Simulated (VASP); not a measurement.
Wanted: the native input for a VASP 6.6.1 run.

| Quantity | Value |
| --- | --- |
| Task | single point |
| Functional | r2SCAN |
| Potentials or basis | VASP PAW PBE potentials, release 64 (Sb) |
| Cutoff | 520 eV |
| k mesh | 7 × 7 × 7 |
| Occupations | fermi-dirac, width 0.05 eV |
| Spin | non-collinear spin, zero start, spin-orbit coupling |
| Starting moments | [[0.0, 0.0, 0.0]] μB |
| Dipole correction | no |
| Further INCAR settings | ALGO = Normal; EDIFF = 1e-07; NBANDS = 16 |

Sb:

```xyz
1
Lattice="0.0000 2.3712 2.3712 2.3712 0.0000 2.3712 2.3712 2.3712 0.0000" Properties=species:S:1:pos:R:3 pbc="T T T"
Sb    0.0000    0.0000    0.0000
```

One way to write it, as run:

POSCAR

```
Sb
1.0
    0.0000000000      2.3712425216      2.3712425216
    2.3712425216      0.0000000000      2.3712425216
    2.3712425216      2.3712425216      0.0000000000
Sb
1
Direct
    0.0000000000      0.0000000000      0.0000000000
```

INCAR.step1

```
  PREC = Accurate
  ENCUT = 520
  ISMEAR = -1
  SIGMA = 0.05
  LREAL = False
  LASPH = True
  NELM = 150
  LNONCOLLINEAR = True
  MAGMOM = 0 0 0
  LSORBIT = True
  GGA_COMPAT = False
  NBANDS = 16
  GGA = PE
  ALGO = Normal
  EDIFF = 1E-4
  LWAVE = True
  LCHARG = False
```

INCAR.step2

```
  PREC = Accurate
  ENCUT = 520
  EDIFF = 1E-7
  ISMEAR = -1
  SIGMA = 0.05
  LREAL = False
  LASPH = True
  NELM = 150
  ALGO = Normal
  ISIF = 2
  LWAVE = False
  LCHARG = False
  LNONCOLLINEAR = True
  MAGMOM = 0 0 0
  LORBIT = 11
  LSORBIT = True
  GGA_COMPAT = False
  LORBMOM = True
  METAGGA = R2SCAN
  LMIXTAU = True
  NBANDS = 16
  ISTART = 1
```

KPOINTS

```
Automatic mesh
0
Gamma
  7 7 7
```

Potentials or basis: VASP PAW PBE potentials, release 64 (Sb).

The run is started by

```console
$ cat potpaw_PBE.64/Sb/POTCAR > POTCAR
$ cp INCAR.step1 INCAR
$ mpirun -np 1 vasp_ncl > vasp.out
$ cp INCAR.step2 INCAR
$ mpirun -np 1 vasp_ncl > vasp.out
```

It gave:

```yaml
Pressure: 0.5 GPa
Net_moment: 0.00 μB per cell
Valence_electrons_inside_the_program's_atomic_spheres: Sb 2.32
```

Caveat: the PAW data sets were made with another functional, which shifts forces and pressure a little.

Wall time 85 s on 1 thread of Intel(R) Xeon(R) Platinum 8488C (Sapphire Rapids), on a shared host, peak memory 0.28 GiB.
